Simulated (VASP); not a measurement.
Sb, 1 atom in the cell. It takes space group Pm-3m (No. 221, cubic). The conventional cell has a = 3.138 Å, b = 3.138 Å, c = 3.138 Å, α = 90.00°, β = 90.00°, γ = 90.00°. Sb (site symmetry m-3m) has 6 Sb at 3.14 Å within 4.1 Å.  This cell differs from its parent crystal: volume scaled by 1.04.

| Item | Value |
| --- | --- |
| Program | VASP 6.6.1 |
| Task | single point |
| Functional | RPBE |
| Potentials or basis | VASP PAW PBE potentials, release 64 (Sb) |
| Cutoff | 500 eV |
| k mesh | 8 × 8 × 8 |
| Occupations | gaussian, width 0.05 eV |
| Spin | no spin polarisation |
| Dipole correction | no |
| Further INCAR settings | ALGO = Normal; EDIFF = 1e-06; NBANDS = 8 |

Potentials or basis: VASP PAW PBE potentials, release 64 (Sb).

Launch:

```sh
$ cat potpaw_PBE.64/Sb/POTCAR > POTCAR
$ mpirun -np 1 vasp_std > vasp.out
```

Hardware: 1 thread of Intel Xeon 8259CL (shared host).

Estimate the wall time of this run.

Run time: 11 s on 1 thread of Intel Xeon 8259CL, on a shared host, peak memory 0.13 GiB. Counts: scf iterations 11, k points 35.
